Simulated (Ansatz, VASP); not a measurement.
Ca: VASP beside Ansatz

```
Ca
1.0
     0.00000    2.48950    2.48950
     2.48950    0.00000    2.48950
     2.48950    2.48950    0.00000
Ca
1
Direct
  0.00000 0.00000 0.00000
```

Alike in both runs: task single point; functional PBE; k mesh 12 × 12 × 12; occupations gaussian, width 0.01 eV; no spin polarisation.

|  | VASP | Ansatz |
| --- | --- | --- |
| version | VASP 6.6.1 | Ansatz 0.2.0 |
| potentials or method | VASP PAW PBE potentials, release 64 (Ca_sv), cutoff 500 eV | scalar-relativistic, plane waves, PAW |
| valence electrons in the cell | 10 | 10 |

```csv
,VASP,Ansatz,Ansatz less VASP
gap on the k mesh at the Fermi level (eV),0.02,0.02,-0.001
least direct gap on the mesh (eV),0.12,0.12,-0.004
pressure (GPa),8.7,8.7,-0.02
```

The functional is the same, so the differences come from potentials, cutoffs and numerics.
